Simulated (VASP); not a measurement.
Here is a VASP 6.6.1 calculation.

Contents of INCAR:

```
SYSTEM = HfO2
PREC = Accurate
ENCUT = 600
EDIFF = 1E-7
ISMEAR = -1
SIGMA = 0.02
LREAL = .FALSE.
LASPH = .TRUE.
NELM = 80
ALGO = Normal
ISIF = 3
LWAVE = .FALSE.
LCHARG = .FALSE.
GGA = PS
IBRION = 2
NSW = 80
EDIFFG = -0.005
```

File KPOINTS:

```
regular mesh
0
G
  8 8 8
  0 0 0
```

Contents of POSCAR:

```
HfO2
1.0
   -2.0093325885      2.0093325885      5.3232928492
    2.0093325885     -2.0093325885      5.3232928492
    2.0093325885      2.0093325885     -5.3232928492
Hf O
2 4
Direct
    0.0000000000      0.0000000000      0.0000000000
    0.7500000000      0.2500000000      0.5000000000
    0.9516987516      0.4516987516      0.5000000000
    0.2016987516      0.2016987516      0.0000000000
    0.5483012484      0.0483012484      0.5000000000
    0.7983012484      0.7983012484      0.0000000000
```

Potentials or basis: VASP PAW PBE potentials, release 64 (Hf_pv, O).

Command:

```bash
$ cat potpaw_PBE.64/Hf_pv/POTCAR potpaw_PBE.64/O/POTCAR > POTCAR
$ mpirun -np 1 vasp_std > vasp.out
```

(1) What does it give for the relaxed volume?

(2) Estimate the band gap on the k mesh.

(3) Estimate the relaxed cell.

(4) Predict the space group after relaxing (to 0.05 Å).

Answers

(1) 13.75 Å³/atom.

(2) 4.39 eV, indirect (least direct gap 4.66 eV).

(3) a = 5.936 Å, b = 5.936 Å, c = 5.936 Å, α = 140.91°, β = 140.91°, γ = 56.47°.

(4) I4_1/amd (No. 141).

Caveat: the PAW data sets were made with another functional, which shifts forces and pressure a little; spin-orbit coupling is left out, which moves the levels of the heavy elements.
